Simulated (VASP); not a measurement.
Runs of VASP 6.6.1 on Sr2C. The structure is that of space group P4/mmm (No. 123), or close to it. The cells are those of the table. 

| task | cell | k mesh | cutoff (eV) | gap on the mesh (eV) | pressure (GPa) | largest force (eV/Å) |
| --- | --- | --- | --- | --- | --- | --- |
| relaxation of cell and atoms | relaxed from a = 3.419, b = 3.419, c = 7.337 Å, 3 atoms | 14 × 14 × 6 | 600 | none | 0.0 | 0.01 |
| single point | a = 3.421, b = 3.421, c = 7.340 Å, 3 atoms | 14 × 14 × 6 | 520 | none | 0.2 | (a) |
| single point | a = 3.366, b = 3.366, c = 6.732 Å, 3 atoms | 6 × 6 × 4 | 520 | none | 0.4 | 1.59 |
| single point | a = 3.419, b = 3.419, c = 7.337 Å, 3 atoms | 6 × 6 × 4 | 520 | none | 0.4 | 0.02 |

Alike in all rows: level PBE; potentials or basis VASP PAW PBE potentials, release 64 (Sr_sv, C); no spin polarisation; smearing gaussian 0.1 eV.

Q: Estimate the missing entries.

A: (a) 0.04.

Caveats: forces of over 1 eV/Å act on the atoms, so gaps and moduli don't describe the material at rest (some runs).

A k mesh can miss the band edges, and the runs leave out spin-orbit coupling on Sr.

A gap of «none» marks levels without a gap at the run's occupations.
